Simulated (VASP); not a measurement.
A run of VASP 6.6.1 is set up as follows.

Contents of INCAR:

```
SYSTEM = CoO
  PREC = Accurate
  ENCUT = 520
  EDIFF = 1E-7
  ISMEAR = 0
  SIGMA = 0.1
  LREAL = .False.
  LASPH = .True.
  NELM = 150
  ALGO = Normal
  ISIF = 2
  LWAVE = .False.
  LCHARG = .True.
  ISPIN = 2
  MAGMOM = 2.73 0.35
  LORBIT = 11
  LMAXMIX = 4
  GGA = PE
  LELF = .True.
  LVHAR = .True.
  NBANDS = 18
```

Contents of KPOINTS:

```
Automatic mesh
0
Gamma
  20 20 20
  0 0 0
```

Contents of POSCAR:

```
CoO
1.0
   -1.4395725012      1.4395725012      2.0348566789
    1.4395725012     -1.4395725012      2.0348566789
    1.4395725012      1.4395725012     -2.0348566789
Co O
1 1
Direct
    0.0000000000      0.0000000000      0.0000000000
    0.5000000000      0.5000000000      0.0000000000
```

Potentials or basis: VASP PAW PBE potentials, release 64 (Co, O).

Command:

```console
$ cat potpaw_PBE.64/Co/POTCAR potpaw_PBE.64/O/POTCAR > POTCAR
$ mpirun -np 1 vasp_std > vasp.out
```

(1) Predict the net moment.

(2) What does it give for the pressure?

(3) What does it give for the site moments?

Answers

(1) 2.27 μB per cell.

(2) 23.8 GPa.

(3) Co +2.07; O +0.17 μB.

Caveat: the cell stands under pressure; a cell with one magnetic atom can't hold antiferromagnetic order, which such compounds often take.
